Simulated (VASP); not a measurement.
# TaAs (I4_1md) in VASP: single point with PBE

Aim: the single point of TaAs with PBE.

Program: VASP 6.6.1. These are calculated values, not measurements. Logs are shortened: lines on timing, memory, paths and dates and some standing lists are left out, and cuts for length are marked.

### Step 1. The cell of the first run

It takes space group I4_1md (No. 109, tetragonal). Conventional cell: a = 3.463 Å, b = 3.463 Å, c = 11.733 Å, α = 90.00°, β = 90.00°, γ = 90.00°. Within 3.5 Å of Ta (site symmetry 2mm) lie 6 As at 2.62 to 2.63 Å and 8 Ta at 3.41 to 3.46 Å. As (site symmetry 2mm) has 6 Ta at 2.62 to 2.63 Å and 8 As at 3.41 to 3.46 Å within 3.5 Å.

### Step 2. Single point, PBE

The input, INCAR:

```
PREC     = Accurate       # precision mode
ENCUT    = 520            # plane-wave cutoff, eV
EDIFF    = 1E-7           # SCF threshold, eV
ISMEAR   = 0              # smearing method
SIGMA    = 0.3            # smearing width, eV
LREAL    = F              # projectors in reciprocal space
LASPH    = T              # aspherical terms in the spheres
NELM     = 60             # most SCF steps
ALGO     = Normal         # electronic algorithm
ISIF     = 2              # what is computed and relaxed
LWAVE    = F              # write WAVECAR
LCHARG   = F              # write CHGCAR
GGA      = PE             # functional
NBANDS   = 24             # bands
```

The input, KPOINTS:

```
regular mesh
0
Gamma
  18 18 18
```

The input, POSCAR:

```
TaAs
1.0
   -1.7317055243      1.7317055243      5.8663868650
    1.7317055243     -1.7317055243      5.8663868650
    1.7317055243      1.7317055243     -5.8663868650
Ta As
2 2
Direct
    0.5001806070      1.0001806070      0.5000000000
    0.7501806070      0.7501806070      0.0000000000
    0.0824188130      0.5824188130      0.5000000000
    0.3324188130      0.3324188130      0.0000000000
```

Potentials or basis: VASP PAW PBE potentials, release 64 (Ta_pv, As).

Command:

```console
cat potpaw_PBE.64/Ta_pv/POTCAR potpaw_PBE.64/As/POTCAR > POTCAR
mpirun -np 1 vasp_std > vasp.out
```

OUTCAR:

```text
PREC = Accurate
   ENCUT = 520
   EDIFF = 1E-7
   ISMEAR = 0
   LREAL = F
   LASPH = T
   NELM = 60
   ISIF = 2
   GGA = PE

 ion  position               nearest neighbor table
   1  0.500  0.000  0.500-   4 2.62   4 2.62   3 2.63   3 2.63   3 2.63   3 2.63   2 3.41   2 3.41
                             2 3.41   2 3.41
   2  0.750  0.750  0.000-   3 2.62   3 2.62   4 2.63   4 2.63   4 2.63   4 2.63   1 3.41   1 3.41
                             1 3.41   1 3.41
   3  0.082  0.582  0.500-   2 2.62   2 2.62   1 2.63   1 2.63   1 2.63   1 2.63
   4  0.332  0.332  0.000-   1 2.62   1 2.62   2 2.63   2 2.63   2 2.63   2 2.63

  LATTYP: Found a body centered tetragonal cell.
 ALAT       =     3.4634110486
 C/A-ratio  =     3.3876353587

  Lattice vectors:

 A1 = (  -1.7317055243,   1.7317055243,   5.8663868650)
 A2 = (   1.7317055243,  -1.7317055243,   5.8663868650)
 A3 = (   1.7317055243,   1.7317055243,  -5.8663868650)

Analysis of symmetry for initial positions (statically):
=====================================================================
 Subroutine PRICEL returns:
 Original cell was already a primitive cell.

 Routine SETGRP: Setting up the symmetry group for a
 body centered tetragonal supercell.

 Subroutine GETGRP returns: Found  8 space group operations
 (whereof  4 operations were pure point group operations)
 out of a pool of 16 trial point group operations.

The static configuration has the point symmetry C_2v.
 The point group associated with its full space group is C_4v.

Analysis of symmetry for dynamics (positions and initial velocities):
=====================================================================
 Subroutine PRICEL returns:
 Original cell was already a primitive cell.

 Routine SETGRP: Setting up the symmetry group for a
 body centered tetragonal supercell.

 Subroutine GETGRP returns: Found  8 space group operations
 (whereof  4 operations were pure point group operations)
 out of a pool of 16 trial point group operations.

The dynamic configuration has the point symmetry C_2v.
 The point group associated with its full space group is C_4v.

 Subroutine INISYM returns: Found  8 space group operations
 (whereof  4 operations are pure point group operations),
 and found     1 'primitive' translations

----------------------------------------------------------------------------------------

                                     Primitive cell

  volume of cell :      70.3686

  direct lattice vectors                    reciprocal lattice vectors
    -1.731705524  1.731705524  5.866386865     0.000000000  0.288732693  0.085231338
     1.731705524 -1.731705524  5.866386865     0.288732693  0.000000000  0.085231338
     1.731705524  1.731705524 -5.866386865     0.288732693  0.288732693  0.000000000

  length of vectors
     6.357051431  6.357051431  6.357051431     0.301049745  0.301049745  0.408329691

  position of ions in fractional coordinates (direct lattice)
     0.500180607  0.000180607  0.500000000
     0.750180607  0.750180607  0.000000000
     0.082418813  0.582418813  0.500000000
     0.332418813  0.332418813  0.000000000

  ion indices of the primitive-cell ions
   primitive index   ion index
                 1           1
                 2           2
                 3           3
                 4           4

----------------------------------------------------------------------------------------

 KPOINTS: regular mesh

Automatic generation of k-mesh.
 Grid dimensions read from file:
 generate k-points for:   18   18   18

 Generating k-lattice:

  Cartesian coordinates                     Fractional coordinates (reciprocal lattice)
     0.000000000  0.016040705  0.004735074     0.055555556  0.000000000  0.000000000
     0.016040705  0.000000000  0.004735074     0.000000000  0.055555556  0.000000000
     0.016040705  0.016040705  0.000000000     0.000000000  0.000000000  0.055555556

  Length of vectors
     0.016724986  0.016724986  0.022684983

  Shift w.r.t. Gamma in fractional coordinates (k-lattice)
     0.000000000  0.000000000  0.000000000

 Subroutine IBZKPT returns following result:
 ===========================================

 Found    480 irreducible k-points:

 Following reciprocal coordinates:
            Coordinates               Weight
  0.000000  0.000000  0.000000      1.000000
  0.055556 -0.000000  0.000000      8.000000
  0.111111 -0.000000  0.000000      8.000000
  0.166667  0.000000  0.000000      8.000000
  0.222222 -0.000000  0.000000      8.000000
  0.277778 -0.000000  0.000000      8.000000
[... 16 lines left out ...]
 -0.277778  0.055556  0.000000     16.000000
 -0.222222  0.055556 -0.000000     16.000000
 [... further k-points ...]
   k-points           NKPTS =    480   k-points in BZ     NKDIM =    480   number of bands    NBANDS=     24
   number of dos      NEDOS =    301   number of ions     NIONS =      4
   total plane-waves  NPLWV = 110592
   dimension x,y,z NGX =    48 NGY =   48 NGZ =   48
   dimension x,y,z NGXF=    96 NGYF=   96 NGZF=   96
   ions per type =               2   2
   NGX,Y,Z   is equivalent  to a cutoff of  12.55, 12.55, 12.55 a.u.
   NGXF,Y,Z  is equivalent  to a cutoff of  25.11, 25.11, 25.11 a.u.
 SYSTEM =  unknown system
   PREC   = accura    normal or accurate (medium, high low for compatibility)
   ISTART =      0    job   : 0-new  1-cont  2-samecut
   ICHARG =      2    charge: 1-file 2-atom 10-const
   ISPIN  =      1    spin polarized calculation?
   LNONCOLLINEAR =      F non collinear calculations
   LSORBIT =      F    spin-orbit coupling
   LASPH  =      T    aspherical Exc in radial PAW
   ENCUT  =  520.0 eV  38.22 Ry    6.18 a.u.  11.82 11.82 11.82*2*pi/ulx,y,z
   NELM   =     60;   NELMIN=  2; NELMDL= -5     # of ELM steps
   EDIFF  = 0.1E-06   stopping-criterion for ELM
   LREAL  =      F    real-space projection
   EDIFFG = 0.1E-05   stopping-criterion for IOM
   NSW    =      0    number of steps for IOM
   IBRION =     -1    ionic relax: 0-MD 1-quasi-New 2-CG
   NFREE  =      0    steps in history (QN), initial steepest desc. (CG)
   ISIF   =      2    stress and relaxation
   ISYM   =      2    0-nonsym 1-usesym 2-fastsym
   POTIM  = 0.5000    time-step for ionic-motion
   TEBEG  =    0.0;   TEEND  =   0.0 temperature during run
   PSTRESS=    0.0 pullay stress
   NELECT =      32.0000    total number of electrons
   NUPDOWN=      -1.0000    fix difference up-down
   EMIN   =  10.00;   EMAX   =-10.00  energy-range for DOS
   EFERMI =   0.00;   METHOD = LEGACY
   ISMEAR =     0;   SIGMA  =   0.30  broadening in eV -4-tet -1-fermi 0-gaus
   EFERMI_NEDOS =   21; number of points for ismear=-14 and -15
   IALGO  =     38    algorithm
   IMIX   =      4    mixing-type and parameters
     AMIX     =   0.40;   BMIX     =  1.00
     AMIX_MAG =   1.60;   BMIX_MAG =  1.00
  volume/ion in A,a.u.               =      17.59       118.72
  Fermi-wavevector in a.u.,A,eV,Ry     =   1.258921  2.379016 21.563639  1.584883
  Thomas-Fermi vector in A             =   2.392507
   LORBIT       =      0    0 simple, 1 ext, 2 COOP (PROOUT), +10 PAW based schemes
   GGA     = PE    functional components
   LHFCALC =     F    Hartree Fock is set to
   AEXX    =    0.0000 exact exchange contribution
   IVDW    =     0    specifies the selected vdW correction
   LEPSILON=     F    determine dielectric tensor
   LRPA    =     F    only Hartree local field effects (RPA)
 non-spin polarized calculation
 Gauss-broadening in eV      SIGMA  =   0.30
  energy-cutoff  :      520.00
  volume of cell :       70.37
 maximum number of plane-waves:      1930
   NGX = 23   NGY = 23   NGZ = 23

 number of electron      32.0000002 magnetization

 Free energy of the ion-electron system (eV)
  ---------------------------------------------------
  ext. energy  EPLUGINS =         0.00000000
  ---------------------------------------------------
  free energy    TOTEN  =       -35.12733728 eV

  energy without entropy =      -35.10054723  energy(sigma->0) =      -35.11394226

 E-fermi :   6.8291     XC(G=0): -11.8552

 val. band max:        6.8188996825   @ k =  -0.1111   0.4444   0.1111
 cond. band min:       6.8407749790   @ k =  -0.2222   0.5000   0.2222
 fundamental gap:      0.0218752964
 Fermi energy:         6.8291216779

 k-point     1 :       0.0000    0.0000    0.0000
  band No.  band energies     occupation
      1     -28.1296      2.00000
      2     -28.0993      2.00000
      3     -28.0993      2.00000
      4     -27.9542      2.00000
      5     -27.9542      2.00000
      6     -27.8999      2.00000
[... 16 lines left out ...]
     23      10.8949      0.00000
     24      10.8951      0.00000

 k-point     2 :       0.0556   -0.0000    0.0000
  band No.  band energies     occupation
      1     -28.1287      2.00000
      2     -28.1031      2.00000
      3     -28.0988      2.00000
      4     -27.9586      2.00000
      5     -27.9537      2.00000
      6     -27.9003      2.00000
[... 16 lines left out ...]
     23      10.5488      0.00000
     24      11.0443      0.00000

 k-point     3 :       0.1111   -0.0000    0.0000
  band No.  band energies     occupation
      1     -28.1298      2.00000
      2     -28.1103      2.00000
      3     -28.0976      2.00000
      4     -27.9711      2.00000
      5     -27.9522      2.00000
      6     -27.9019      2.00000
[... 16 lines left out ...]
     23      10.6706      0.00000
     24      11.4384      0.00000
[... 514 lines left out ...]
 k-point    23 :      -0.2778    0.0556    0.0000
  band No.  band energies     occupation
      1     -28.1941      2.00000
      2     -28.0985      2.00000
      3     -28.0881      2.00000
      4     -28.0320      2.00000
      5     -27.9488      2.00000
      6     -27.9127      2.00000
[... 16 lines left out ...]
     23      11.5627      0.00000
     24      12.6384      0.00000

 k-point    24 :      -0.2222    0.0556   -0.0000
  band No.  band energies     occupation
      1     -28.1679      2.00000
      2     -28.1040      2.00000
      3     -28.0943      2.00000
      4     -28.0109      2.00000
      5     -27.9517      2.00000
      6     -27.9070      2.00000
[... 16 lines left out ...]
     23      11.4534      0.00000
     24      12.1747      0.00000

 [... further k-points ...]
[... 5 lines left out ...]
  --------------------------------------------------------------------------------------
  -------------------------------------------------------------------------------------
  Total        0.2072801      0.2072801      0.1612043      0.0000000      0.0000000      0.0000000
  in kB        4.7194288      4.7194288      3.6703570      0.0000000      0.0000000      0.0000000
  external PRESSURE =       4.3697382 kB  Pullay stress =       0.0000000 kB

 VOLUME and BASIS-vectors are now :
 -----------------------------------------------------------------------------
  energy-cutoff  :      520.00
  volume of cell :       70.37
      direct lattice vectors                 reciprocal lattice vectors
    -1.731705524  1.731705524  5.866386865     0.000000000  0.288732693  0.085231338
     1.731705524 -1.731705524  5.866386865     0.288732693  0.000000000  0.085231338
     1.731705524  1.731705524 -5.866386865     0.288732693  0.288732693  0.000000000

 POSITION                                       TOTAL-FORCE (eV/Angst)
 -----------------------------------------------------------------------------------
      0.00000      1.73171      0.00212         0.000000      0.000000      0.001967
      0.00000      0.00000      8.80170         0.000000      0.000000      0.001967
      1.73171      0.00000      0.96700        -0.000000     -0.000000     -0.001967
      0.00000      0.00000      3.90019        -0.000000     -0.000000     -0.001967
 -----------------------------------------------------------------------------------
    total drift:                                0.000000      0.000000     -0.000030

  FREE ENERGIE OF THE ION-ELECTRON SYSTEM (eV)
  ---------------------------------------------------
  free  energy   TOTEN  =       -35.1273372800 eV

  energy  without entropy=      -35.1005472348  energy(sigma->0) =      -35.11394226
```

It took 20 min on 1 thread of Intel Xeon Platinum 8488C (Sapphire Rapids), shared host; peak memory 0.89 GiB.

Results:

```yaml
Free_energy: -35.1273 eV
Pressure: 0.4 GPa
Band_gap_on_the_k_mesh: zero (bands 16 and 17 overlap by 0.02 eV)
```

Levels at points of the mesh, in eV from the Fermi level:
```
           k point  band 12  band 13  band 14  band 15  band 16  band 17  band 18  band 19  band 20  band 21
(0.00, 0.00, 0.00)    -2.43    -2.27    -1.86    -1.59    -1.59     0.91     1.58     2.36     3.07     3.07
(0.50, 0.00, 0.00)    -3.37    -2.39    -2.25    -1.49    -0.21     0.16     1.40     2.26     2.44     3.02
(0.50, 0.50, 0.00)    -4.99    -3.12    -3.12    -1.09    -1.09     2.77     2.77     3.05     3.05     3.78
(0.50, 0.50, 0.50)    -2.82    -2.71    -2.71    -0.92    -0.92     1.23     1.23     2.31     2.31     3.07
```

Caveat: so wide a smearing shifts energies and pressures; spin-orbit coupling is left out, which moves the levels of the heavy elements.

The gap in the log of VASP goes by the Fermi energy; the results here count the filled bands.